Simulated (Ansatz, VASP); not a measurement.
## Pd in VASP and in Ansatz

```
Pd
1.0
     2.67918    0.00000    0.00000
     0.00000    2.67918    0.00000
     0.00000    0.00000    2.67918
Pd
1
Direct
  0.00000 0.00000 0.00000
```

Alike in both runs: task single point; functional RPBE; k mesh 13 × 13 × 13; occupations fermi-dirac, width 0.1 eV; no spin polarisation.

```csv
,VASP,Ansatz
version,VASP 6.6.1,Ansatz 0.2.0
potentials or method,"VASP PAW PBE potentials, release 64 (Pd), cutoff 520 eV","plane waves (420 eV) with PAW, scalar-relativistic"
valence electrons in the cell,10,18
```

Ansatz gave:

* pressure (GPa): -3.7

What did VASP give for the same quantities?

Pressure (GPa): -3.9.

VASP's potentials were made for PBE, not for RPBE. VASP's potentials hold 10 valence electrons a cell and Ansatz's 18, so a difference there can come from the potentials and not from the codes.
